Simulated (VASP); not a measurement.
# Ta4GaSe8 (F-43m) in VASP: a series of runs

Ta4GaSe8 is run at these levels: LDA; tasks: single point.

Program: VASP 6.6.1. These are calculated values, not measurements. Logs are shortened: lines on timing, memory, paths and dates and some standing lists are left out, and cuts for length are marked.

### 1 The cell of the first run

Symmetry: F-43m, No. 216, cubic system. Conventional cell: a = 10.358 Å, b = 10.358 Å, c = 10.358 Å, α = 90.00°, β = 90.00°, γ = 90.00°. Within 3.3 Å of Ta (site symmetry 3m) lie 6 Se at 2.51 to 2.76 Å and 3 Ta at 3.00 Å. Ga (site symmetry -43m) has 4 Se at 2.43 Å within 3.2 Å. Se (site symmetry 3m) has 3 Ta at 2.51 Å and 3 Se at 3.35 Å within 3.4 Å. Within 3.2 Å of Se (site symmetry 3m) lie 1 Ga at 2.43 Å and 3 Ta at 2.76 Å.

### 2 Single point, LDA

INCAR

```
SYSTEM = Ta4GaSe8
PREC = Accurate
ENCUT = 500
EDIFF = 1E-6
ISMEAR = 0
SIGMA = 0.1
LREAL = .FALSE.
LASPH = .TRUE.
NELM = 120
ALGO = Normal
ISIF = 2
LWAVE = .FALSE.
LCHARG = .FALSE.
NBANDS = 64
GGA_COMPAT = .FALSE.
```

KPOINTS

```
Automatic mesh
0
G
  4 4 4
  0 0 0
```

POSCAR

```
Ta4GaSe8
1.0
    0.0000000000      5.1790000000      5.1790000000
    5.1790000000      0.0000000000      5.1790000000
    5.1790000000      5.1790000000      0.0000000000
Ta Ga Se
4 1 8
Direct
    0.6024700000      0.6024700000      0.6024700000
    0.1925900000      0.6024700000      0.6024700000
    0.6024700000      0.6024700000      0.1925900000
    0.6024700000      0.1925900000      0.6024700000
    0.0000000000      0.0000000000      0.0000000000
    0.3643000000      0.3643000000      0.3643000000
    0.9071000000      0.3643000000      0.3643000000
    0.3643000000      0.3643000000      0.9071000000
    0.3643000000      0.9071000000      0.3643000000
    0.8646000000      0.8646000000      0.8646000000
    0.4062000000      0.8646000000      0.8646000000
    0.8646000000      0.8646000000      0.4062000000
    0.8646000000      0.4062000000      0.8646000000
```

Potentials or basis: VASP PAW LDA potentials, release 64 (Ta_pv, Ga_d, Se).

Command:

```bash
$ cat potpaw_LDA.64/Ta_pv/POTCAR potpaw_LDA.64/Ga_d/POTCAR potpaw_LDA.64/Se/POTCAR > POTCAR
$ mpirun -np 1 vasp_std > vasp.out
```

OUTCAR:

```text
SYSTEM = Ta4GaSe8
   PREC = Accurate
   ENCUT = 500
   EDIFF = 1E-6
   ISMEAR = 0
   LREAL = .FALSE.
   LASPH = .TRUE.
   NELM = 120
   ISIF = 2

 ion  position               nearest neighbor table
   1  0.602  0.602  0.602-   7 2.51   8 2.51   9 2.51  11 2.76  12 2.76  13 2.76   2 3.00   3 3.00
                             4 3.00
   2  0.193  0.602  0.602-   6 2.51   8 2.51   9 2.51  12 2.76  13 2.76  10 2.76   1 3.00   3 3.00
                             4 3.00
   3  0.602  0.602  0.193-   6 2.51   7 2.51   9 2.51  11 2.76  13 2.76  10 2.76   1 3.00   2 3.00
                             4 3.00
   4  0.602  0.193  0.602-   6 2.51   7 2.51   8 2.51  11 2.76  12 2.76  10 2.76   1 3.00   2 3.00
                             3 3.00
   5  0.000  0.000  0.000-  10 2.43  12 2.43  11 2.43  13 2.43
   6  0.364  0.364  0.364-   2 2.51   3 2.51   4 2.51
   7  0.907  0.364  0.364-   1 2.51   3 2.51   4 2.51
   8  0.364  0.364  0.907-   1 2.51   2 2.51   4 2.51
   9  0.364  0.907  0.364-   1 2.51   2 2.51   3 2.51
  10  0.865  0.865  0.865-   5 2.43   3 2.76   4 2.76   2 2.76
  11  0.406  0.865  0.865-   5 2.43   4 2.76   3 2.76   1 2.76
  12  0.865  0.865  0.406-   5 2.43   4 2.76   2 2.76   1 2.76
  13  0.865  0.406  0.865-   5 2.43   3 2.76   2 2.76   1 2.76

  LATTYP: Found a face centered cubic cell.
 ALAT       =    10.3580000000

  Lattice vectors:

 A1 = (   0.0000000000,   5.1790000000,   5.1790000000)
 A2 = (   5.1790000000,   0.0000000000,   5.1790000000)
 A3 = (   5.1790000000,   5.1790000000,   0.0000000000)

Analysis of symmetry for initial positions (statically):
=====================================================================
 Subroutine PRICEL returns:
 Original cell was already a primitive cell.

 Routine SETGRP: Setting up the symmetry group for a
 face centered cubic supercell.

 Subroutine GETGRP returns: Found 24 space group operations
 (whereof 24 operations were pure point group operations)
 out of a pool of 48 trial point group operations.

The static configuration has the point symmetry T_d .

Analysis of symmetry for dynamics (positions and initial velocities):
=====================================================================
 Subroutine PRICEL returns:
 Original cell was already a primitive cell.

 Routine SETGRP: Setting up the symmetry group for a
 face centered cubic supercell.

 Subroutine GETGRP returns: Found 24 space group operations
 (whereof 24 operations were pure point group operations)
 out of a pool of 48 trial point group operations.

The dynamic configuration has the point symmetry T_d .

[... 119 lines left out ...]
   EFERMI_NEDOS =   21; number of points for ismear=-14 and -15
   IALGO  =     38    algorithm
   IMIX   =      4    mixing-type and parameters
     AMIX     =   0.40;   BMIX     =  1.00
     AMIX_MAG =   1.60;   BMIX_MAG =  1.00
  volume/ion in A,a.u.               =      21.37       144.22
  Fermi-wavevector in a.u.,A,eV,Ry     =   1.183628  2.236733 19.061436  1.400976
  Thomas-Fermi vector in A             =   2.319859
   LORBIT       =      0    0 simple, 1 ext, 2 COOP (PROOUT), +10 PAW based schemes
   GGA     = CA    functional components
   LHFCALC =     F    Hartree Fock is set to
   AEXX    =    0.0000 exact exchange contribution
   IVDW    =     0    specifies the selected vdW correction
   LEPSILON=     F    determine dielectric tensor
   LRPA    =     F    only Hartree local field effects (RPA)
 non-spin polarized calculation
 Gauss-broadening in eV      SIGMA  =   0.10
  energy-cutoff  :      500.00
  volume of cell :      277.82
 maximum number of plane-waves:      7119
 NGX is ok and might be reduce to    54
   NGX = 27   NGY = 27   NGZ = 27

 number of electron     105.0000002 magnetization

 Free energy of the ion-electron system (eV)
  ---------------------------------------------------
  ext. energy  EPLUGINS =         0.00000000
  ---------------------------------------------------
  free energy    TOTEN  =       -98.35740145 eV

  energy without entropy =      -98.32552543  energy(sigma->0) =      -98.34146344

 E-fermi :   5.0713     XC(G=0): -10.6785

 val. band max:        5.0443496380   @ k =  -0.2500   0.5000   0.2500
 cond. band min:       5.1410439497   @ k =   0.5000   0.0000   0.0000
 fundamental gap:      0.0966943116
 Fermi energy:         5.0712612641

 k-point     1 :       0.0000    0.0000    0.0000
  band No.  band energies     occupation
      1     -30.1111      2.00000
      2     -29.8784      2.00000
      3     -29.8784      2.00000
      4     -29.8784      2.00000
      5     -29.7766      2.00000
      6     -29.7766      2.00000
[... 525 lines left out ...]
     63       7.8055      0.00000
     64       7.8567      0.00000

------------------------ aborting loop because EDIFF is reached ----------------------------------------

  FORCE on cell =-STRESS in cart. coord.  units (eV):
  Direction    XX          YY          ZZ          XY          YZ          ZX
  --------------------------------------------------------------------------------------
  -------------------------------------------------------------------------------------
  Total       -3.7976977     -3.7976977     -3.7976977     -0.0000000      0.0000000     -0.0000000
  in kB      -21.9009649    -21.9009649    -21.9009649     -0.0000000      0.0000000     -0.0000000
  external PRESSURE =     -21.9009649 kB  Pullay stress =       0.0000000 kB

 VOLUME and BASIS-vectors are now :
 -----------------------------------------------------------------------------
  energy-cutoff  :      500.00
  volume of cell :      277.82
      direct lattice vectors                 reciprocal lattice vectors
     0.000000000  5.179000000  5.179000000    -0.096543734  0.096543734  0.096543734
     5.179000000  0.000000000  5.179000000     0.096543734 -0.096543734  0.096543734
     5.179000000  5.179000000  0.000000000     0.096543734  0.096543734 -0.096543734

 POSITION                                       TOTAL-FORCE (eV/Angst)
 -----------------------------------------------------------------------------------
      6.24038      6.24038      6.24038         0.028617      0.028617      0.028617
      6.24038      4.11762      4.11762         0.028617     -0.028617     -0.028617
      4.11762      4.11762      6.24038        -0.028617     -0.028617      0.028617
      4.11762      6.24038      4.11762        -0.028617      0.028617     -0.028617
      0.00000      0.00000      0.00000        -0.000000     -0.000000     -0.000000
      3.77342      3.77342      3.77342        -0.040579     -0.040579     -0.040579
      3.77342      6.58458      6.58458        -0.040579      0.040579      0.040579
      6.58458      6.58458      3.77342         0.040579      0.040579     -0.040579
      6.58458      3.77342      6.58458         0.040579     -0.040579      0.040579
      8.95553      8.95553      8.95553        -0.069232     -0.069232     -0.069232
      8.95553      6.58147      6.58147        -0.069232      0.069232      0.069232
      6.58147      6.58147      8.95553         0.069232      0.069232     -0.069232
      6.58147      8.95553      6.58147         0.069232     -0.069232      0.069232
 -----------------------------------------------------------------------------------
    total drift:                                0.000000      0.000000      0.000000

  FREE ENERGIE OF THE ION-ELECTRON SYSTEM (eV)
  ---------------------------------------------------
  free  energy   TOTEN  =       -98.3574014495 eV

  energy  without entropy=      -98.3255254270  energy(sigma->0) =      -98.34146344
```

Wall time 5.9 min (1 thread of Intel Xeon 8259CL, shared host); peak memory 0.37 GiB.

What came out:

```
Free energy            : -98.3574 eV
Pressure               : -2.2 GPa
Largest force          : 0.120 eV/Å
Band gap on the k mesh : zero (an odd number of electrons rules out a gap without spin polarisation)
```

Forces on the atoms (eV/Å):
```
Ta   0.029  0.029  0.029
Ta   0.029 -0.029 -0.029
Ta  -0.029 -0.029  0.029
Ta  -0.029  0.029 -0.029
Ga   0.000  0.000  0.000
Se  -0.041 -0.041 -0.041
Se  -0.041  0.041  0.041
Se   0.041  0.041 -0.041
Se   0.041 -0.041  0.041
Se  -0.069 -0.069 -0.069
Se  -0.069  0.069  0.069
Se   0.069  0.069 -0.069
Se   0.069 -0.069  0.069
```

Caveat: spin-orbit coupling is left out, which moves the levels of the heavy elements.

### 3 Single point, LDA

This run uses another cell than the first one, of 20.71 Å³/atom.

INCAR

```
ALGO = Normal ; EDIFF = 1E-6
ENCUT = 500 ; GGA = CA
GGA_COMPAT = False ; ISIF = 2
ISMEAR = 0 ; LASPH = True
LCHARG = False ; LREAL = False
LWAVE = False ; NBANDS = 64
NELM = 120 ; PREC = Accurate
SIGMA = 0.1
```

KPOINTS

```
k-points
0
Gamma
  6 6 6
```

POSCAR

```
Ta4GaSe8
1.0
    0.0000000000      5.1254267959      5.1254267959
    5.1254267959      0.0000000000      5.1254267959
    5.1254267959      5.1254267959      0.0000000000
Ta Ga Se
4 1 8
Direct
    0.6027355987      0.6027355987      0.6027355987
    0.1917932040      0.6027355987      0.6027355987
    0.6027355987      0.6027355987      0.1917932040
    0.6027355987      0.1917932040      0.6027355987
    0.0000000000      0.0000000000      0.0000000000
    0.3629329989      0.3629329989      0.3629329989
    0.9112010034      0.3629329989      0.3629329989
    0.3629329989      0.3629329989      0.9112010034
    0.3629329989      0.9112010034      0.3629329989
    0.8642996980      0.8642996980      0.8642996980
    0.4071009059      0.8642996980      0.8642996980
    0.8642996980      0.8642996980      0.4071009059
    0.8642996980      0.4071009059      0.8642996980
```

Potentials or basis: VASP PAW LDA potentials, release 64 (Ta_pv, Ga_d, Se).

Command:

```bash
$ cat potpaw_LDA.64/Ta_pv/POTCAR potpaw_LDA.64/Ga_d/POTCAR potpaw_LDA.64/Se/POTCAR > POTCAR
$ mpirun -np 1 vasp_std > vasp.out
```

Run time: 9.3 min. Hardware: 1 thread of Intel Xeon 8259CL, shared host; peak memory 0.45 GiB.

The run converged. Its results:

| Property | Result |
| --- | --- |
| Free energy | -98.4126 eV |
| Pressure | 0.5 GPa |
| Largest force | 0.092 eV/Å |
| Band gap on the k mesh | zero (an odd number of electrons rules out a gap without spin polarisation) |

Forces on the atoms (eV/Å):
```
Ta   0.027  0.027  0.027
Ta   0.027 -0.027 -0.027
Ta  -0.027 -0.027  0.027
Ta  -0.027  0.027 -0.027
Ga   0.000  0.000  0.000
Se  -0.053 -0.053 -0.053
Se  -0.053  0.053  0.053
Se   0.053  0.053 -0.053
Se   0.053 -0.053  0.053
Se   0.007  0.007  0.007
Se   0.007 -0.007 -0.007
Se  -0.007 -0.007  0.007
Se  -0.007  0.007 -0.007
```

Levels at points of the mesh, in eV from the Fermi level:
```tsv
k point	band 49	band 50	band 51	band 52	band 53	band 54	band 55	band 56
(0.00, 0.00, 0.00)	-1.29	-1.29	-1.29	-1.29	0.09	0.09	0.09	0.39
(0.50, 0.00, 0.00)	-1.89	-1.81	-0.83	-0.83	0.06	0.25	0.25	0.71
(0.50, 0.50, 0.00)	-2.06	-1.75	-0.60	-0.57	-0.34	0.42	0.42	1.52
```

Caveat: spin-orbit coupling is left out, which moves the levels of the heavy elements.

### 4 Single point, LDA

This run uses another cell than the first one, of 20.71 Å³/atom.

INCAR

```
SYSTEM = Ta4GaSe8
ALGO = Normal ; EDIFF = 1E-6
ENCUT = 500 ; GGA_COMPAT = .FALSE.
ISIF = 2 ; ISMEAR = 0
LASPH = .TRUE. ; LCHARG = .FALSE.
LREAL = .FALSE. ; LWAVE = .FALSE.
NBANDS = 64 ; NELM = 120
PREC = Accurate ; SIGMA = 0.1
```

KPOINTS

```
k-points
0
G
  6 6 6
  0 0 0
```

POSCAR is that of step 3.

Potentials or basis: VASP PAW LDA potentials, release 64 (Ta_pv, Ga_d, Se).

Command:

```bash
$ cat potpaw_LDA.64/Ta_pv/POTCAR potpaw_LDA.64/Ga_d/POTCAR potpaw_LDA.64/Se/POTCAR > POTCAR
$ mpirun -np 1 vasp_std > vasp.out
```

OUTCAR:

```text
SYSTEM = Ta4GaSe8
   EDIFF = 1E-6
   ENCUT = 500
   ISIF = 2
   ISMEAR = 0
   LASPH = .TRUE.
   LREAL = .FALSE.
   NELM = 120
   PREC = Accurate

 ion  position               nearest neighbor table
   1  0.603  0.603  0.603-   7 2.51   8 2.51   9 2.51  12 2.72  11 2.72  13 2.72   2 2.98   3 2.98
                             4 2.98
   2  0.192  0.603  0.603-   6 2.51   8 2.51   9 2.51  10 2.72  12 2.72  13 2.72   1 2.98   3 2.98
                             4 2.98
   3  0.603  0.603  0.192-   6 2.51   7 2.51   9 2.51  10 2.72  11 2.72  13 2.72   1 2.98   2 2.98
                             4 2.98
   4  0.603  0.192  0.603-   6 2.51   7 2.51   8 2.51  10 2.72  11 2.72  12 2.72   1 2.98   2 2.98
                             3 2.98
   5  0.000  0.000  0.000-  11 2.41  12 2.41  13 2.41  10 2.41
   6  0.363  0.363  0.363-   2 2.51   3 2.51   4 2.51
[... 1299 lines left out ...]
     0.000000000  5.125426796  5.125426796    -0.097552852  0.097552852  0.097552852
     5.125426796  0.000000000  5.125426796     0.097552852 -0.097552852  0.097552852
     5.125426796  5.125426796  0.000000000     0.097552852  0.097552852 -0.097552852

 POSITION                                       TOTAL-FORCE (eV/Angst)
 -----------------------------------------------------------------------------------
      6.17855      6.17855      6.17855         0.027455      0.027455      0.027455
      6.17855      4.07230      4.07230         0.027455     -0.027455     -0.027455
      4.07230      4.07230      6.17855        -0.027455     -0.027455      0.027455
      4.07230      6.17855      4.07230        -0.027455      0.027455     -0.027455
      0.00000      0.00000      0.00000         0.000000      0.000000      0.000000
      3.72037      3.72037      3.72037        -0.052884     -0.052884     -0.052884
      3.72037      6.53048      6.53048        -0.052884      0.052884      0.052884
      6.53048      6.53048      3.72037         0.052884      0.052884     -0.052884
      6.53048      3.72037      6.53048         0.052884     -0.052884      0.052884
      8.85981      8.85981      8.85981         0.007286      0.007286      0.007286
      8.85981      6.51647      6.51647         0.007286     -0.007286     -0.007286
      6.51647      6.51647      8.85981        -0.007286     -0.007286      0.007286
      6.51647      8.85981      6.51647        -0.007286      0.007286     -0.007286
 -----------------------------------------------------------------------------------
    total drift:                               -0.000001     -0.000001     -0.000001

  FREE ENERGIE OF THE ION-ELECTRON SYSTEM (eV)
  ---------------------------------------------------
  free  energy   TOTEN  =       -98.4126202112 eV

  energy  without entropy=      -98.3785812529  energy(sigma->0) =      -98.39560073
```

Run time: 10 min. Hardware: 1 thread of Intel Xeon 8259CL, shared host; peak memory 0.45 GiB.

What came out:

* Free energy: -98.4126 eV
* Pressure: 0.5 GPa
* Largest force: 0.092 eV/Å
* Band gap on the k mesh: zero (an odd number of electrons rules out a gap without spin polarisation)

Forces in eV/Å, atoms in the order of the input:
```
Ta   0.027  0.027  0.027
Ta   0.027 -0.027 -0.027
Ta  -0.027 -0.027  0.027
Ta  -0.027  0.027 -0.027
Ga   0.000  0.000  0.000
Se  -0.053 -0.053 -0.053
Se  -0.053  0.053  0.053
Se   0.053  0.053 -0.053
Se   0.053 -0.053  0.053
Se   0.007  0.007  0.007
Se   0.007 -0.007 -0.007
Se  -0.007 -0.007  0.007
Se  -0.007  0.007 -0.007
```

Caveat: spin-orbit coupling is left out, which moves the levels of the heavy elements.
